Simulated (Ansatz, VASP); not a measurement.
## Two plane-wave programs on W

```
CELL_PARAMETERS angstrom
0.00000 -1.99913 -1.99913
0.00000 1.99913 -1.99913
3.99825 0.00000 0.00000
ATOMIC_POSITIONS crystal
W 0.55052 0.44948 0.48299
W 0.94948 0.05052 0.01701
```

Change from the starting cell: mode 4 frozen in at -0.202 Å and mode 6 at -0.068 Å (largest displacements).

Alike in both runs: task single point; functional PBEsol; k mesh 16 × 16 × 12; occupations gaussian, width 0.15 eV; no spin polarisation.

|  | VASP | Ansatz |
| --- | --- | --- |
| version | VASP 6.6.1 | Ansatz 0.2.0 |
| potentials or method | VASP PAW PBE potentials, release 64 (W_sv), cutoff 520 eV | scalar-relativistic, plane waves, PAW |
| valence electrons in the cell | 28 | 28 |

|  | VASP | Ansatz | Ansatz less VASP |
| --- | --- | --- | --- |
| gap on the k mesh at the Fermi level (eV) | none | none | - |
| pressure (GPa) | 12.9 | 12.0 | -0.87 |
| traceless stress, the component that is largest in VASP (GPa) | -6.13 | -6.12 | +0.015 |
| rms of the force components (eV/Å) | 1.333 | 1.294 | -0.0390 |

VASP's potentials were made for PBE, not for PBEsol, and Ansatz warns of the same on its side. Atom by atom the forces differ by 0.039 eV/Å (rms over components). A gap of «none» marks a metal or a gap that the smearing closes. The functional is the same, so the differences come from potentials, cutoffs and numerics.

Spin-orbit coupling is off throughout.
